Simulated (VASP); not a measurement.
Se, 3 atoms in the cell. Symmetry: P3_121, No. 152, trigonal system. The conventional cell has a = 4.295 Å, b = 4.295 Å, c = 4.601 Å, α = 90.00°, β = 90.00°, γ = 120.00°. Se (site symmetry 2) has 6 Se at 2.67 to 3.05 Å within 3.5 Å.  This cell differs from its parent crystal: atoms shifted along a free coordinate, c/a of the conventional cell at fixed volume 1.0714.

```yaml
Program: VASP 6.6.1
Task: single point
Functional: PBE
Dispersion: D3(BJ)
Potentials_or_basis: VASP PAW PBE potentials, release 64 (Se)
Cutoff: 520 eV
k_mesh: 9 × 9 × 8
Occupations: gaussian, width 0.05 eV
Spin: no spin polarisation
Dipole_correction: no
Further_INCAR_settings: ALGO = Normal; EDIFF = 1e-07; NBANDS = 16
```

Potentials or basis: VASP PAW PBE potentials, release 64 (Se).

The run is started by

```sh
$ cat potpaw_PBE.64/Se/POTCAR > POTCAR
$ mpirun -np 1 vasp_std > vasp.out
```

Hardware: 1 thread of Intel Xeon 8259CL, on a shared host.

Problem. Estimate the wall time of this run.

Solution. Wall time 2.1 min on 1 thread of Intel Xeon 8259CL (shared host), peak memory 0.23 GiB. Counts: scf iterations 13, k points 81.
